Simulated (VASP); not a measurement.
# Sb4Pt (Im-3m) in VASP: single point with PBE

Aim: the single point of Sb4Pt with PBE.

Program: VASP 6.6.1. These are calculated values, not measurements. Logs are shortened: lines on timing, memory, paths and dates and some standing lists are left out, and cuts for length are marked.

### Step 1. The cell of the first run

Symmetry: Im-3m, No. 229, cubic system. Conventional cell: a = 6.563 Å, b = 6.563 Å, c = 6.563 Å, α = 90.00°, β = 90.00°, γ = 90.00°. Sb (site symmetry -3m) has 2 Pt at 2.84 Å and 6 Sb at 3.28 Å within 3.7 Å. Within 3.7 Å of Pt (site symmetry m-3m) lie 8 Sb at 2.84 Å.

The cell was built from a structure type or drawn by symmetry, and may not be a known phase.

### Step 2. Single point, PBE

The input, INCAR:

```
PREC = Accurate
ENCUT = 520
EDIFF = 1E-6
ISMEAR = 0
SIGMA = 0.1
LREAL = F
LASPH = T
NELM = 60
ALGO = Normal
ISIF = 2
LWAVE = F
LCHARG = F
GGA = PE
NBANDS = 23
```

The input, KPOINTS:

```
regular mesh
0
Gamma
  8 8 8
```

The input, POSCAR:

```
Sb4Pt
1.0
   -3.2813589728      3.2813589728      3.2813589728
    3.2813589728     -3.2813589728      3.2813589728
    3.2813589728      3.2813589728     -3.2813589728
Sb Pt
4 1
Direct
    0.5000000000      0.5000000000      0.5000000000
    0.0000000000      0.0000000000      0.5000000000
    0.0000000000      0.5000000000      0.0000000000
    0.5000000000      0.0000000000      0.0000000000
    0.0000000000      0.0000000000      0.0000000000
```

Potentials or basis: VASP PAW PBE potentials, release 64 (Sb, Pt).

On the command line:

```
$ cat potpaw_PBE.64/Sb/POTCAR potpaw_PBE.64/Pt/POTCAR > POTCAR
$ mpirun -np 1 vasp_std > vasp.out
```

OUTCAR:

```text
PREC = Accurate
   ENCUT = 520
   EDIFF = 1E-6
   ISMEAR = 0
   LREAL = F
   LASPH = T
   NELM = 60
   ISIF = 2
   GGA = PE

 ion  position               nearest neighbor table
   1  0.500  0.500  0.500-   5 2.84   5 2.84   4 3.28   2 3.28   4 3.28   3 3.28   2 3.28   3 3.28

   2  0.000  0.000  0.500-   5 2.84   5 2.84   4 3.28   1 3.28   3 3.28   3 3.28   4 3.28   1 3.28

   3  0.000  0.500  0.000-   5 2.84   5 2.84   4 3.28   1 3.28   2 3.28   2 3.28   1 3.28   4 3.28

   4  0.500  0.000  0.000-   5 2.84   5 2.84   3 3.28   1 3.28   1 3.28   2 3.28   2 3.28   3 3.28

   5  0.000  0.000  0.000-   1 2.84   2 2.84   3 2.84   4 2.84   2 2.84   3 2.84   4 2.84   1 2.84

  LATTYP: Found a body centered cubic cell.
 ALAT       =     6.5627179456

  Lattice vectors:

 A1 = (  -3.2813589728,   3.2813589728,   3.2813589728)
 A2 = (   3.2813589728,  -3.2813589728,   3.2813589728)
 A3 = (   3.2813589728,   3.2813589728,  -3.2813589728)

Analysis of symmetry for initial positions (statically):
=====================================================================
 Subroutine PRICEL returns:
 Original cell was already a primitive cell.

 Routine SETGRP: Setting up the symmetry group for a
 body centered cubic supercell.

 Subroutine GETGRP returns: Found 48 space group operations
 (whereof 48 operations were pure point group operations)
 out of a pool of 48 trial point group operations.

The static configuration has the point symmetry O_h .

Analysis of symmetry for dynamics (positions and initial velocities):
=====================================================================
 Subroutine PRICEL returns:
 Original cell was already a primitive cell.

 Routine SETGRP: Setting up the symmetry group for a
 body centered cubic supercell.

 Subroutine GETGRP returns: Found 48 space group operations
 (whereof 48 operations were pure point group operations)
 out of a pool of 48 trial point group operations.

The dynamic configuration has the point symmetry O_h .

 Subroutine INISYM returns: Found 48 space group operations
 (whereof 48 operations are pure point group operations),
 and found     1 'primitive' translations

----------------------------------------------------------------------------------------

                                     Primitive cell

  volume of cell :     141.3257

  direct lattice vectors                    reciprocal lattice vectors
    -3.281358973  3.281358973  3.281358973     0.000000000  0.152375892  0.152375892
     3.281358973 -3.281358973  3.281358973     0.152375892  0.000000000  0.152375892
     3.281358973  3.281358973 -3.281358973     0.152375892  0.152375892  0.000000000

  length of vectors
     5.683480459  5.683480459  5.683480459     0.215492053  0.215492053  0.215492053

  position of ions in fractional coordinates (direct lattice)
     0.500000000  0.500000000  0.500000000
     0.000000000  0.000000000  0.500000000
     0.000000000  0.500000000  0.000000000
     0.500000000  0.000000000  0.000000000
     0.000000000  0.000000000  0.000000000

  ion indices of the primitive-cell ions
   primitive index   ion index
                 1           1
                 2           2
                 3           3
                 4           4
                 5           5

----------------------------------------------------------------------------------------

 KPOINTS: regular mesh

Automatic generation of k-mesh.
 Grid dimensions read from file:
 generate k-points for:    8    8    8

 Generating k-lattice:

  Cartesian coordinates                     Fractional coordinates (reciprocal lattice)
     0.000000000  0.019046986  0.019046986     0.125000000  0.000000000  0.000000000
     0.019046986  0.000000000  0.019046986     0.000000000  0.125000000  0.000000000
     0.019046986  0.019046986  0.000000000     0.000000000  0.000000000  0.125000000

  Length of vectors
     0.026936507  0.026936507  0.026936507

  Shift w.r.t. Gamma in fractional coordinates (k-lattice)
     0.000000000  0.000000000  0.000000000

 Subroutine IBZKPT returns following result:
 ===========================================

 Found     29 irreducible k-points:

 Following reciprocal coordinates:
            Coordinates               Weight
  0.000000  0.000000  0.000000      1.000000
  0.125000  0.000000  0.000000     12.000000
  0.250000  0.000000  0.000000     12.000000
  0.375000  0.000000  0.000000     12.000000
  0.500000  0.000000  0.000000      6.000000
  0.125000  0.125000  0.000000     24.000000
[... 16 lines left out ...]
 -0.250000  0.250000  0.250000      6.000000
 -0.375000  0.375000  0.250000     24.000000
 [... further k-points ...]
   k-points           NKPTS =     29   k-points in BZ     NKDIM =     29   number of bands    NBANDS=     23
   number of dos      NEDOS =    301   number of ions     NIONS =      5
   total plane-waves  NPLWV =  74088
   dimension x,y,z NGX =    42 NGY =   42 NGZ =   42
   dimension x,y,z NGXF=    84 NGYF=   84 NGZF=   84
   ions per type =               4   1
   NGX,Y,Z   is equivalent  to a cutoff of  12.29, 12.29, 12.29 a.u.
   NGXF,Y,Z  is equivalent  to a cutoff of  24.57, 24.57, 24.57 a.u.
 SYSTEM =  unknown system
   PREC   = accura    normal or accurate (medium, high low for compatibility)
   ISTART =      0    job   : 0-new  1-cont  2-samecut
   ICHARG =      2    charge: 1-file 2-atom 10-const
   ISPIN  =      1    spin polarized calculation?
   LNONCOLLINEAR =      F non collinear calculations
   LSORBIT =      F    spin-orbit coupling
   LASPH  =      T    aspherical Exc in radial PAW
   ENCUT  =  520.0 eV  38.22 Ry    6.18 a.u.  10.57 10.57 10.57*2*pi/ulx,y,z
   NELM   =     60;   NELMIN=  2; NELMDL= -5     # of ELM steps
   EDIFF  = 0.1E-05   stopping-criterion for ELM
   LREAL  =      F    real-space projection
   EDIFFG = 0.1E-04   stopping-criterion for IOM
   NSW    =      0    number of steps for IOM
   IBRION =     -1    ionic relax: 0-MD 1-quasi-New 2-CG
   NFREE  =      0    steps in history (QN), initial steepest desc. (CG)
   ISIF   =      2    stress and relaxation
   ISYM   =      2    0-nonsym 1-usesym 2-fastsym
   POTIM  = 0.5000    time-step for ionic-motion
   TEBEG  =    0.0;   TEEND  =   0.0 temperature during run
   PSTRESS=    0.0 pullay stress
   NELECT =      30.0000    total number of electrons
   NUPDOWN=      -1.0000    fix difference up-down
   EMIN   =  10.00;   EMAX   =-10.00  energy-range for DOS
   EFERMI =   0.00;   METHOD = LEGACY
   ISMEAR =     0;   SIGMA  =   0.10  broadening in eV -4-tet -1-fermi 0-gaus
   EFERMI_NEDOS =   21; number of points for ismear=-14 and -15
   IALGO  =     38    algorithm
   IMIX   =      4    mixing-type and parameters
     AMIX     =   0.40;   BMIX     =  1.00
     AMIX_MAG =   1.60;   BMIX_MAG =  1.00
  volume/ion in A,a.u.               =      28.27       190.74
  Fermi-wavevector in a.u.,A,eV,Ry     =   0.976581  1.845470 12.976013  0.953710
  Thomas-Fermi vector in A             =   2.107211
   LORBIT       =      0    0 simple, 1 ext, 2 COOP (PROOUT), +10 PAW based schemes
   GGA     = PE    functional components
   LHFCALC =     F    Hartree Fock is set to
   AEXX    =    0.0000 exact exchange contribution
   IVDW    =     0    specifies the selected vdW correction
   LEPSILON=     F    determine dielectric tensor
   LRPA    =     F    only Hartree local field effects (RPA)
 non-spin polarized calculation
 Gauss-broadening in eV      SIGMA  =   0.10
  energy-cutoff  :      520.00
  volume of cell :      141.33
 maximum number of plane-waves:      3833
   NGX = 21   NGY = 21   NGZ = 21

 number of electron      29.9999993 magnetization

 Free energy of the ion-electron system (eV)
  ---------------------------------------------------
  ext. energy  EPLUGINS =         0.00000000
  ---------------------------------------------------
  free energy    TOTEN  =       -22.07805318 eV

  energy without entropy =      -22.05963844  energy(sigma->0) =      -22.06884581

 E-fermi :   6.9476     XC(G=0):  -9.8014

 val. band max:        6.9338676916   @ k =   0.5000   0.5000   0.3750
 cond. band min:       6.9573094182   @ k =   0.2500   0.2500   0.1250
 fundamental gap:      0.0234417266
 Fermi energy:         6.9476179586

 k-point     1 :       0.0000    0.0000    0.0000
  band No.  band energies     occupation
      1      -5.0651      2.00000
      2      -1.3848      2.00000
      3      -1.3848      2.00000
      4      -1.3848      2.00000
      5       3.0407      2.00000
      6       3.0407      2.00000
[... 15 lines left out ...]
     22      11.6499      0.00000
     23      12.5379      0.00000

 k-point     2 :       0.1250    0.0000    0.0000
  band No.  band energies     occupation
      1      -4.9640      2.00000
      2      -1.5664      2.00000
      3      -1.4492      2.00000
      4      -1.3983      2.00000
      5       2.6146      2.00000
      6       2.9508      2.00000
[... 15 lines left out ...]
     22      11.5103      0.00000
     23      11.9848      0.00000

 k-point     3 :       0.2500    0.0000    0.0000
  band No.  band energies     occupation
      1      -4.6662      2.00000
      2      -2.0699      2.00000
      3      -1.5919      2.00000
      4      -1.4296      2.00000
      5       2.0080      2.00000
      6       2.7648      2.00000
[... 15 lines left out ...]
     22      10.8846      0.00000
     23      11.0882      0.00000
[... 495 lines left out ...]
 k-point    23 :      -0.2500    0.2500    0.2500
  band No.  band energies     occupation
      1      -4.2827      2.00000
      2      -2.2892      2.00000
      3      -2.2892      2.00000
      4      -0.5936      2.00000
      5       1.3084      2.00000
      6       2.2718      2.00000
[... 15 lines left out ...]
     22      11.6811      0.00000
     23      12.1215      0.00000

 k-point    24 :      -0.3750    0.3750    0.2500
  band No.  band energies     occupation
      1      -3.8368      2.00000
      2      -2.6809      2.00000
      3      -2.5031      2.00000
      4      -0.2820      2.00000
      5       0.9417      2.00000
      6       2.0916      2.00000
[... 15 lines left out ...]
     22      12.0123      0.00000
     23      12.5774      0.00000

 [... further k-points ...]

------------------------ aborting loop because EDIFF is reached ----------------------------------------

  FORCE on cell =-STRESS in cart. coord.  units (eV):
  Direction    XX          YY          ZZ          XY          YZ          ZX
  --------------------------------------------------------------------------------------
  -------------------------------------------------------------------------------------
  Total       -0.1502412     -0.1502412     -0.1502412      0.0000000     -0.0000000      0.0000000
  in kB       -1.7032498     -1.7032498     -1.7032498      0.0000000     -0.0000000      0.0000000
  external PRESSURE =      -1.7032498 kB  Pullay stress =       0.0000000 kB

 VOLUME and BASIS-vectors are now :
 -----------------------------------------------------------------------------
  energy-cutoff  :      520.00
  volume of cell :      141.33
      direct lattice vectors                 reciprocal lattice vectors
    -3.281358973  3.281358973  3.281358973     0.000000000  0.152375892  0.152375892
     3.281358973 -3.281358973  3.281358973     0.152375892  0.000000000  0.152375892
     3.281358973  3.281358973 -3.281358973     0.152375892  0.152375892  0.000000000

 POSITION                                       TOTAL-FORCE (eV/Angst)
 -----------------------------------------------------------------------------------
      1.64068      1.64068      1.64068        -0.000000      0.000000      0.000000
      1.64068      1.64068     -1.64068        -0.000000     -0.000000     -0.000000
      1.64068     -1.64068      1.64068         0.000000     -0.000000      0.000000
     -1.64068      1.64068      1.64068         0.000000     -0.000000      0.000000
      0.00000      0.00000      0.00000        -0.000000      0.000000     -0.000000
 -----------------------------------------------------------------------------------
    total drift:                               -0.000000     -0.000000      0.000000

  FREE ENERGIE OF THE ION-ELECTRON SYSTEM (eV)
  ---------------------------------------------------
  free  energy   TOTEN  =       -22.0780531822 eV

  energy  without entropy=      -22.0596384418  energy(sigma->0) =      -22.06884581
```

It took 36 s on 1 thread of Intel Xeon Platinum 8481C at 2.70GHz (Sapphire Rapids), shared host; peak memory 0.3 GiB.

What came out:

```yaml
Free_energy: -22.0781 eV
Pressure: -0.2 GPa
Band_gap_on_the_k_mesh: zero (bands 15 and 16 overlap by 1.58 eV)
```

Caveat: spin-orbit coupling is left out, which moves the levels of the heavy elements.
